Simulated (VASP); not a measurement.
# Al16P16H (a cell with a defect) in VASP: single point with PBEsol

Aim: the single point of Al16P16H (a cell with a defect) with PBEsol.

Everything below comes from runs of VASP 6.6.1. Logs are shortened: lines on timing, memory, paths and dates and some standing lists are left out, and cuts for length are marked.

### 1 The cell of the first run

The cell holds a defect, 33 atoms: a = 9.476 Å, b = 9.476 Å, c = 9.476 Å, α = 109.47°, β = 109.47°, γ = 109.47°.

### 2 Single point, PBEsol

Input file INCAR:

```
ALGO     = Normal         # electronic algorithm
EDIFF    = 1E-7           # SCF threshold, eV
ENCUT    = 520            # plane-wave cutoff, eV
GGA      = PS             # functional
ISIF     = 2              # what is computed and relaxed
ISMEAR   = 0              # smearing method
LASPH    = True           # aspherical terms in the spheres
LCHARG   = False          # write CHGCAR
LREAL    = Auto         
LWAVE    = False          # write WAVECAR
NBANDS   = 86             # bands
NELECT   = 130.0        
NELM     = 60             # most SCF steps
PREC     = Accurate       # precision mode
SIGMA    = 0.02           # smearing width, eV
```

Input file KPOINTS:

```
Automatic mesh
0
Gamma
  2 2 2
  0.5 0.5 0.5
```

Input file POSCAR:

```
Al16P16H
1.0
   -5.4711284545      5.4711284545     -5.4711284545
    5.4711284545     -5.4711284545     -5.4711284545
   -5.4711284545     -5.4711284545      5.4711284545
Al P H
16 16 1
Direct
    0.4949921250      0.2465296714      0.2465533411
    0.2479081804      0.2478996813      0.4968060104
   -0.0014387343      0.2535202768      0.7500080713
    0.7499879658     -0.0036809591      0.2533231511
    0.7499910730      0.2521559330     -0.0010131365
    0.5014904188      0.0049561074      0.5015078741
    0.2535346248     -0.0014002596      0.7500058780
   -0.0037575429      0.7499795580      0.2532617378
    0.9808505767      0.9808698598      0.9804082548
    0.7500138288      0.7500168446      0.5315796411
    0.5189795896      0.7500287252      0.7495756194
    0.2464935728      0.4950347122      0.2465084692
    0.2521127061      0.7499832135     -0.0010499662
    0.0049755732      0.5015312696      0.5015546652
    0.7500088938      0.5189197299      0.7495600833
    0.5038003627      0.5037919550      0.0070129956
    0.5000699623     -0.0001920993      0.2497928922
    0.2496939181     -0.0000982430      0.4996464665
    0.0090830439      0.0090775606      0.7518050498
    0.7500158394      0.7500485566      0.2652023275
    0.7499650272      0.0055738958      0.0068717999
    0.4909363804      0.7499728866      0.4927789619
    0.2590411671      0.7500610768      0.7506890094
   -0.0001984965      0.5001143773      0.2498254266
    0.0055358781      0.7499556141      0.0068258313
    0.7499791924      0.4909438743      0.4927956860
    0.4944733107      0.4944641718      0.7512651246
    0.2408538770      0.2408949106      0.2415243054
    0.2503458859      0.5002134428     -0.0000057575
   -0.0000653430      0.2497376019      0.4996885053
    0.7500194949      0.2589898979      0.7506815156
    0.5002086905      0.2503533798      0.0000320775
    0.7501135340      0.7502111373      0.7443972544
```

Potentials or basis: VASP PAW PBE potentials, release 64 (Al, P, H).

Command:

```sh
$ cat potpaw_PBE.64/Al/POTCAR potpaw_PBE.64/P/POTCAR potpaw_PBE.64/H/POTCAR > POTCAR
$ mpirun -np 1 vasp_std > vasp.out
```

OUTCAR:

```text
EDIFF = 1E-7
   ENCUT = 520
   GGA = PS
   ISIF = 2
   ISMEAR = 0
   LASPH = True
   LREAL = Auto
   NELECT = 130.0
   NELM = 60
   PREC = Accurate

 ion  position               nearest neighbor table
   1  0.495  0.247  0.247-  26 2.36  17 2.36  32 2.37  28 2.38
   2  0.248  0.248  0.497-  27 2.36  18 2.36  30 2.36  28 2.38
   3  0.999  0.254  0.750-  19 2.36  29 2.36  30 2.36  31 2.38
   4  0.750  0.996  0.253-  21 2.37  17 2.37  30 2.37  20 2.37
   5  0.750  0.252  0.999-  21 2.36  32 2.36  24 2.36  31 2.38
   6  0.501  0.005  0.502-  22 2.36  18 2.36  17 2.36  31 2.38
   7  0.254  0.999  0.750-  19 2.36  32 2.36  18 2.36  23 2.38
   8  0.996  0.750  0.253-  25 2.37  24 2.37  18 2.37  20 2.37
   9  0.981  0.981  0.980-  19 2.36  21 2.36  25 2.36  28 2.47
  10  0.750  0.750  0.532-  33 2.02  19 2.36  22 2.36  26 2.36  20 2.52
  11  0.519  0.750  0.750-  22 2.36  21 2.36  27 2.36  23 2.47
  12  0.246  0.495  0.247-  22 2.36  24 2.36  29 2.36  28 2.38
  13  0.252  0.750  0.999-  25 2.36  29 2.36  17 2.36  23 2.38
  14  0.005  0.502  0.502-  26 2.36  30 2.36  24 2.36  23 2.37
  15  0.750  0.519  0.750-  26 2.36  25 2.36  27 2.36  31 2.47
  16  0.504  0.504  0.007-  27 2.37  32 2.37  29 2.37  20 2.37
[... 14 lines left out ...]
  31  0.750  0.259  0.751-   6 2.38   3 2.38   5 2.38  15 2.47
  32  0.500  0.250  0.000-   7 2.36   5 2.36   1 2.37  16 2.37
  33  0.750  0.750  0.744-  10 2.02

  LATTYP: Found a body centered cubic cell.
 ALAT       =    10.9422569090

  Lattice vectors:

 A1 = (  -5.4711284545,   5.4711284545,  -5.4711284545)
 A2 = (   5.4711284545,  -5.4711284545,  -5.4711284545)
 A3 = (  -5.4711284545,  -5.4711284545,   5.4711284545)

Analysis of symmetry for initial positions (statically):
=====================================================================
 Subroutine PRICEL returns:
 Original cell was already a primitive cell.

 Routine SETGRP: Setting up the symmetry group for a
 body centered cubic supercell.

 Subroutine GETGRP returns: Found  1 space group operations
 (whereof  1 operations were pure point group operations)
 out of a pool of 48 trial point group operations.

The static configuration has the point symmetry C_1 .

Analysis of symmetry for dynamics (positions and initial velocities):
=====================================================================
 Subroutine PRICEL returns:
 Original cell was already a primitive cell.

 Routine SETGRP: Setting up the symmetry group for a
 body centered cubic supercell.

 Subroutine GETGRP returns: Found  1 space group operations
 (whereof  1 operations were pure point group operations)
 out of a pool of 48 trial point group operations.

The dynamic configuration has the point symmetry C_1 .

 Subroutine INISYM returns: Found  1 space group operations
 (whereof  1 operations are pure point group operations),
 and found     1 'primitive' translations

----------------------------------------------------------------------------------------

                                     Primitive cell

  volume of cell :     655.0745

  direct lattice vectors                    reciprocal lattice vectors
    -5.471128454  5.471128454 -5.471128454    -0.091388825  0.000000000 -0.091388825
     5.471128454 -5.471128454 -5.471128454     0.000000000 -0.091388825 -0.091388825
    -5.471128454 -5.471128454  5.471128454    -0.091388825 -0.091388825  0.000000000

  length of vectors
     9.476272458  9.476272458  9.476272458     0.129243316  0.129243316  0.129243316

  position of ions in fractional coordinates (direct lattice)
     0.494992125  0.246529671  0.246553341
     0.247908180  0.247899681  0.496806010
     0.998561266  0.253520277  0.750008071
     0.749987966  0.996319041  0.253323151
     0.749991073  0.252155933  0.998986864
     0.501490419  0.004956107  0.501507874
[... 25 lines left out ...]
     0.500208691  0.250353380  0.000032078
     0.750113534  0.750211137  0.744397254

  ion indices of the primitive-cell ions
   primitive index   ion index
                 1           1
                 2           2
                 3           3
                 4           4
                 5           5
                 6           6
[... 25 lines left out ...]
                32          32
                33          33

----------------------------------------------------------------------------------------

 KPOINTS: Automatic mesh

Automatic generation of k-mesh.
 Grid dimensions read from file:
 generate k-points for:    2    2    2

 Generating k-lattice:

  Cartesian coordinates                     Fractional coordinates (reciprocal lattice)
    -0.045694412  0.000000000 -0.045694412     0.500000000  0.000000000  0.000000000
     0.000000000 -0.045694412 -0.045694412     0.000000000  0.500000000  0.000000000
    -0.045694412 -0.045694412  0.000000000     0.000000000  0.000000000  0.500000000

  Length of vectors
     0.064621658  0.064621658  0.064621658

  Shift w.r.t. Gamma in fractional coordinates (k-lattice)
     0.500000000  0.500000000  0.500000000

 Subroutine IBZKPT returns following result:
 ===========================================

 Found      4 irreducible k-points:

 Following reciprocal coordinates:
            Coordinates               Weight
  0.250000  0.250000  0.250000      2.000000
 -0.250000  0.250000  0.250000      2.000000
  0.250000 -0.250000  0.250000      2.000000
  0.250000  0.250000 -0.250000      2.000000
   k-points           NKPTS =      4   k-points in BZ     NKDIM =      4   number of bands    NBANDS=     86
   number of dos      NEDOS =    301   number of ions     NIONS =     33
   total plane-waves  NPLWV = 343000
   dimension x,y,z NGX =    70 NGY =   70 NGZ =   70
   dimension x,y,z NGXF=   140 NGYF=  140 NGZF=  140
   ions per type =              16  16   1
   NGX,Y,Z   is equivalent  to a cutoff of  12.28, 12.28, 12.28 a.u.
   NGXF,Y,Z  is equivalent  to a cutoff of  24.56, 24.56, 24.56 a.u.
 SYSTEM =  unknown system
   PREC   = accura    normal or accurate (medium, high low for compatibility)
   ISTART =      0    job   : 0-new  1-cont  2-samecut
   ICHARG =      2    charge: 1-file 2-atom 10-const
   ISPIN  =      1    spin polarized calculation?
   LNONCOLLINEAR =      F non collinear calculations
   LSORBIT =      F    spin-orbit coupling
   LASPH  =      T    aspherical Exc in radial PAW
   ENCUT  =  520.0 eV  38.22 Ry    6.18 a.u.  17.62 17.62 17.62*2*pi/ulx,y,z
   NELM   =     60;   NELMIN=  2; NELMDL= -5     # of ELM steps
   EDIFF  = 0.1E-06   stopping-criterion for ELM
   LREAL  =      T    real-space projection
   EDIFFG = 0.1E-05   stopping-criterion for IOM
   NSW    =      0    number of steps for IOM
   IBRION =     -1    ionic relax: 0-MD 1-quasi-New 2-CG
   NFREE  =      0    steps in history (QN), initial steepest desc. (CG)
   ISIF   =      2    stress and relaxation
   ISYM   =      2    0-nonsym 1-usesym 2-fastsym
   POTIM  = 0.5000    time-step for ionic-motion
   TEBEG  =    0.0;   TEEND  =   0.0 temperature during run
   PSTRESS=    0.0 pullay stress
   NELECT =     130.0000    total number of electrons
   NUPDOWN=      -1.0000    fix difference up-down
   EMIN   =  10.00;   EMAX   =-10.00  energy-range for DOS
   EFERMI =   0.00;   METHOD = LEGACY
   ISMEAR =     0;   SIGMA  =   0.02  broadening in eV -4-tet -1-fermi 0-gaus
   EFERMI_NEDOS =   21; number of points for ismear=-14 and -15
   IALGO  =     38    algorithm
   IMIX   =      4    mixing-type and parameters
     AMIX     =   0.40;   BMIX     =  1.00
     AMIX_MAG =   1.60;   BMIX_MAG =  1.00
  volume/ion in A,a.u.               =      19.85       133.96
  Fermi-wavevector in a.u.,A,eV,Ry     =   0.954903  1.804504 12.406320  0.911839
  Thomas-Fermi vector in A             =   2.083691
   LORBIT       =      0    0 simple, 1 ext, 2 COOP (PROOUT), +10 PAW based schemes
   GGA     = PS    functional components
   LHFCALC =     F    Hartree Fock is set to
   AEXX    =    0.0000 exact exchange contribution
   IVDW    =     0    specifies the selected vdW correction
   LEPSILON=     F    determine dielectric tensor
   LRPA    =     F    only Hartree local field effects (RPA)
 non-spin polarized calculation
 Gauss-broadening in eV      SIGMA  =   0.02
  energy-cutoff  :      520.00
  volume of cell :      655.07
 maximum number of plane-waves:     17628
 NGX is ok and might be reduce to    70
   NGX = 35   NGY = 35   NGZ = 35

 number of electron     129.9999986 magnetization

 Free energy of the ion-electron system (eV)
  ---------------------------------------------------
  ext. energy  EPLUGINS =         0.00000000
  ---------------------------------------------------
  free energy    TOTEN  =      -172.78422570 eV

  energy without entropy =     -172.78422570  energy(sigma->0) =     -172.78422570

 E-fermi :   4.6085     XC(G=0):  -9.4024

 val. band max:        4.4935357853   @ k =  -0.2500   0.2500   0.2500
 cond. band min:       6.5021752045   @ k =   0.2500   0.2500  -0.2500
 fundamental gap:      2.0086394192
 Fermi energy:         4.6085456785

 k-point     1 :       0.2500    0.2500    0.2500
  band No.  band energies     occupation
      1      -6.3982      2.00000
      2      -6.3759      2.00000
      3      -6.3756      2.00000
      4      -6.3596      2.00000
      5      -5.1224      2.00000
      6      -5.1223      2.00000
[... 69 lines left out ...]
     76       7.2709      0.00000
     77       7.6579      0.00000

 k-point     2 :      -0.2500    0.2500    0.2500
  band No.  band energies     occupation
      1      -6.8086      2.00000
      2      -6.0238      2.00000
      3      -6.0083      2.00000
      4      -5.9136      2.00000
      5      -5.8941      2.00000
      6      -5.4532      2.00000
[... 69 lines left out ...]
     76       8.1782      0.00000
     77       8.1802      0.00000

 k-point     3 :       0.2500   -0.2500    0.2500
  band No.  band energies     occupation
      1      -6.8086      2.00000
      2      -6.0237      2.00000
      3      -6.0083      2.00000
      4      -5.9137      2.00000
      5      -5.8939      2.00000
      6      -5.4532      2.00000
[... 69 lines left out ...]
     76       8.1783      0.00000
     77       8.1800      0.00000

 k-point     4 :       0.2500    0.2500   -0.2500
  band No.  band energies     occupation
      1      -6.8086      2.00000
      2      -6.0238      2.00000
      3      -6.0083      2.00000
      4      -5.9140      2.00000
      5      -5.8936      2.00000
      6      -5.4532      2.00000
[... 69 lines left out ...]
     76       8.1786      0.00000
     77       8.1797      0.00000
 [bands above 77 left out]

------------------------ aborting loop because EDIFF is reached ----------------------------------------

  FORCE on cell =-STRESS in cart. coord.  units (eV):
  Direction    XX          YY          ZZ          XY          YZ          ZX
  --------------------------------------------------------------------------------------
  -------------------------------------------------------------------------------------
  Total        8.6301776      8.6293230      8.6388203     -0.2763422      0.2745758      0.2781898
  in kB       21.1076358     21.1055454     21.1287739     -0.6758762      0.6715558      0.6803949
  external PRESSURE =      21.1139850 kB  Pullay stress =       0.0000000 kB

 VOLUME and BASIS-vectors are now :
 -----------------------------------------------------------------------------
  energy-cutoff  :      520.00
  volume of cell :      655.07
      direct lattice vectors                 reciprocal lattice vectors
    -5.471128454  5.471128454 -5.471128454    -0.091388825  0.000000000 -0.091388825
     5.471128454 -5.471128454 -5.471128454     0.000000000 -0.091388825 -0.091388825
    -5.471128454 -5.471128454  5.471128454    -0.091388825 -0.091388825  0.000000000

 POSITION                                       TOTAL-FORCE (eV/Angst)
 -----------------------------------------------------------------------------------
     -2.70829      0.01044     -2.70804         0.004072      0.002320      0.006105
     -2.71814     -2.71804      0.00546         0.004941      0.003947      0.000434
     -8.17961     -0.02718     -2.74691        -0.000800     -0.006099      0.001979
     -0.03825     -2.73367     -8.16831        -0.004411      0.003243      0.003033
     -8.18931     -2.74187     -0.01729         0.002723      0.002806     -0.004652
     -5.46042     -0.02721     -0.02702         0.001774     -0.005411     -0.002598
[... 25 lines left out ...]
     -1.36717      1.36681     -4.10625         0.000468     -0.000984     -0.001602
     -4.07216     -4.07323     -4.13578        -0.004425     -0.003214      0.004403
 -----------------------------------------------------------------------------------
    total drift:                                0.004900      0.005271     -0.009097

  FREE ENERGIE OF THE ION-ELECTRON SYSTEM (eV)
  ---------------------------------------------------
  free  energy   TOTEN  =      -172.7842256993 eV

  energy  without entropy=     -172.7842256993  energy(sigma->0) =     -172.78422570
```

It took 7.6 min on 1 thread of Intel Xeon Platinum 8259CL at 2.50GHz (Skylake/Cascade Lake), shared host; peak memory 0.73 GiB.

What came out:

```yaml
Free_energy: -172.7842 eV
Largest_force: 0.017 eV/Å
```

Forces in eV/Å, atoms in the order of the input:
```
Al   0.004  0.002  0.006
Al   0.005  0.004  0.000
Al  -0.001 -0.006  0.002
Al  -0.004  0.003  0.003
Al   0.003  0.003 -0.005
Al   0.002 -0.005 -0.003
Al  -0.007  0.000  0.003
Al   0.002 -0.006  0.003
Al   0.000 -0.001 -0.001
Al  -0.003 -0.004  0.005
Al   0.003  0.000  0.002
Al   0.000  0.003  0.006
Al   0.002  0.004 -0.006
Al  -0.006  0.003 -0.004
Al  -0.002  0.003  0.002
Al  -0.002 -0.003 -0.001
P   -0.001  0.001  0.000
P    0.000 -0.001  0.001
P    0.001  0.000 -0.003
P    0.007  0.008 -0.009
P    0.002  0.000  0.000
P    0.002  0.004 -0.002
P    0.005 -0.006  0.006
P    0.002 -0.001  0.000
P    0.001  0.002  0.000
P    0.004  0.001 -0.002
P    0.000 -0.001  0.000
P   -0.008 -0.008 -0.012
P   -0.001  0.000 -0.001
P   -0.001  0.000  0.002
P   -0.005  0.004  0.004
P    0.000 -0.001 -0.002
H   -0.004 -0.003  0.004
```

Caveat: the cell carries a net charge on a neutralising background, which shifts energy and pressure; the cell is charged against a uniform background, so pressure and absolute levels hang on convention; the PAW data sets were made with another functional, which shifts forces and pressure a little.
